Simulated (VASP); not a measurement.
# Ru (P6_3/mmc) in VASP: further runs, part 2 of 2

VASP 6.6.1. Earlier steps stand in the parts before.

### 4 Single point, r2SCAN

This run uses another cell than the first one, of 13.49 Å³/atom.

POSCAR

```
Ru
1.0
    2.7032911551      0.0000000000      0.0000000000
   -1.3516455776      2.3411188142      0.0000000000
    0.0000000000      0.0000000000      4.2630341191
Ru
2
Direct
    0.3333333333      0.6666666667      0.2500000000
    0.6666666667      0.3333333333      0.7500000000
```

INCAR.step1

```
SYSTEM = Ru
ALGO = Normal
EDIFF = 1E-4
ENCUT = 520
GGA = PE
ISMEAR = 0
LASPH = .True.
LCHARG = .False.
LREAL = .False.
LWAVE = .True.
NBANDS = 21
NELM = 60
PREC = Accurate
SIGMA = 0.05
```

INCAR.step2

```
SYSTEM = Ru
ALGO = Normal
EDIFF = 1E-6
ENCUT = 520
ISIF = 2
ISMEAR = 0
ISTART = 1
LASPH = .True.
LCHARG = .True.
LELF = .True.
LMIXTAU = .True.
LREAL = .False.
LVHAR = .True.
LWAVE = .False.
METAGGA = R2SCAN
NBANDS = 21
NELM = 60
PREC = Accurate
SIGMA = 0.05
```

KPOINTS

```
k-points
0
Gamma
  18 18 12
  0 0 0
```

Potentials or basis: VASP PAW PBE potentials, release 64 (Ru_pv).

Run with:

```bash
$ cat potpaw_PBE.64/Ru_pv/POTCAR > POTCAR
$ cp INCAR.step1 INCAR
$ mpirun -np 1 vasp_std > vasp.out
$ cp INCAR.step2 INCAR
$ mpirun -np 1 vasp_std > vasp.out
```

OUTCAR:

```text
SYSTEM = Ru
   EDIFF = 1E-6
   ENCUT = 520
   ISIF = 2
   ISMEAR = 0
   ISTART = 1
   LASPH = .True.
   LREAL = .False.
   METAGGA = R2SCAN
   NELM = 60
   PREC = Accurate

 ion  position               nearest neighbor table
   1  0.333  0.667  0.250-   2 2.64   2 2.64   2 2.64   2 2.64   2 2.64   2 2.64
   2  0.667  0.333  0.750-   1 2.64   1 2.64   1 2.64   1 2.64   1 2.64   1 2.64

  LATTYP: Found a hexagonal cell.
 ALAT       =     2.7032911551
 C/A-ratio  =     1.5769792725

  Lattice vectors:

[... 766 lines left out ...]
------------------------ aborting loop because EDIFF is reached ----------------------------------------

  FORCE on cell =-STRESS in cart. coord.  units (eV):
  Direction    XX          YY          ZZ          XY          YZ          ZX
  --------------------------------------------------------------------------------------
  -------------------------------------------------------------------------------------
  Total        0.2488973      0.2488973      0.2777682     -0.0000000     -0.0000000      0.0000000
  in kB       14.7807248     14.7807248     16.4952181     -0.0000000     -0.0000000      0.0000000
  external PRESSURE =      15.3522226 kB  Pullay stress =       0.0000000 kB

 VOLUME and BASIS-vectors are now :
 -----------------------------------------------------------------------------
  energy-cutoff  :      520.00
  volume of cell :       26.98
      direct lattice vectors                 reciprocal lattice vectors
     2.703291155  0.000000000  0.000000000     0.369919458  0.213573099  0.000000000
    -1.351645578  2.341118814  0.000000000     0.000000000  0.427146198  0.000000000
     0.000000000  0.000000000  4.263034119     0.000000000  0.000000000  0.234574712

 POSITION                                       TOTAL-FORCE (eV/Angst)
 -----------------------------------------------------------------------------------
     -0.00000      1.56075      1.06576        -0.000000      0.000000      0.000000
      1.35165      0.78037      3.19728         0.000000     -0.000000      0.000000
 -----------------------------------------------------------------------------------
    total drift:                                0.000000     -0.000000      0.000000

  FREE ENERGIE OF THE ION-ELECTRON SYSTEM (eV)
  ---------------------------------------------------
  free  energy   TOTEN  =       -50.8577971172 eV

  energy  without entropy=      -50.8559062698  energy(sigma->0) =      -50.85685169
```

It took 3.2 min on 1 thread of AMD EPYC 9R45 (Zen 5), shared host; peak memory 0.2 GiB.

What came out:

```
Free energy            : -50.8578 eV
Pressure               : 1.5 GPa
Band gap on the k mesh : zero (bands 14 and 15 overlap by 3.40 eV)
```

Stress tensor (GPa, compression positive):
```
1.48 0.00 0.00
0.00 1.48 0.00
0.00 0.00 1.65
```

Levels at points of the mesh, in eV from the Fermi level:
| k point | band 10 | band 11 | band 12 | band 13 | band 14 | band 15 | band 16 | band 17 | band 18 | band 19 |
| --- | --- | --- | --- | --- | --- | --- | --- | --- | --- | --- |
| (0.00, 0.00, 0.00) | -2.73 | -2.51 | -2.01 | -2.01 | -1.50 | -1.50 | 1.24 | 1.24 | 1.40 | 8.41 |
| (0.50, 0.00, 0.00) | -3.21 | -2.18 | -1.90 | -1.58 | 1.48 | 1.92 | 2.02 | 4.26 | 6.45 | 8.41 |
| (0.00, 0.00, 0.50) | -2.92 | -2.92 | -2.92 | -2.83 | -2.83 | 0.57 | 0.57 | 0.57 | 0.57 | 8.41 |
| (0.50, 0.00, 0.50) | -4.77 | -1.13 | -1.13 | 0.47 | 0.47 | 1.75 | 1.75 | 3.56 | 3.56 | 8.41 |

Caveat: the PAW data sets were made with another functional, which shifts forces and pressure a little.

### 5 Summary

| cell | gap on the mesh (eV) | pressure (GPa) |
| --- | --- | --- |
| a = 2.481, b = 2.481, c = 3.946 Å, angles 90.0, 90.0, 120.0°, 2 atoms | none | 155.2 |
| a = 2.563, b = 2.563, c = 4.066 Å, angles 90.0, 90.0, 120.0°, 2 atoms | none | 77.9 |
| a = 2.703, b = 2.703, c = 4.263 Å, angles 90.0, 90.0, 120.0°, 2 atoms | none | 1.5 |

Alike in all rows: task single point; level r2SCAN; potentials or basis VASP PAW PBE potentials, release 64 (Ru_pv); no spin polarisation; k mesh 18 × 18 × 12; cutoff (eV) 520; smearing gaussian 0.05 eV.

Caveats: the PAW data sets were made with another functional, which shifts forces and pressure a little; the cell stands under pressure (at least some runs); an empty level that is flat over the whole mesh can mark a ghost state of the potentials, or a narrow d or f band (at least some runs).

Total energies depend on the potentials used, so only differences within one code and one set of settings carry meaning.
